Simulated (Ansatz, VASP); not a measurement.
# One calculation of Hg, two programs

```
Hg
1.0
    -1.88364    1.88364    1.88364
     1.88364   -1.88364    1.88364
     1.88364    1.88364   -1.88364
Hg
1
Direct
  0.00000 0.00000 0.00000
```

Alike in both runs: task single point; functional r2SCAN; k mesh 12 × 12 × 12; occupations gaussian, width 0.05 eV; no spin polarisation.

|  | VASP | Ansatz |
| --- | --- | --- |
| version | VASP 6.6.1 | Ansatz 0.2.0 |
| potentials or method | VASP PAW PBE potentials, release 64 (Hg), cutoff 520 eV | scalar-relativistic, plane waves, PAW |
| valence electrons in the cell | 12 | 20 |

```tsv
	VASP	Ansatz	Ansatz less VASP
gap on the k mesh at the Fermi level (eV)	none	none	-
pressure (GPa)	0.2	0.0	-0.24
```

VASP's potentials were made for PBE, not for r2SCAN. A gap of «none» marks a metal or a gap that the smearing closes. VASP's potentials hold 12 valence electrons a cell and Ansatz's 20, so a difference there can come from the potentials and not from the codes.

Spin-orbit coupling is off throughout.
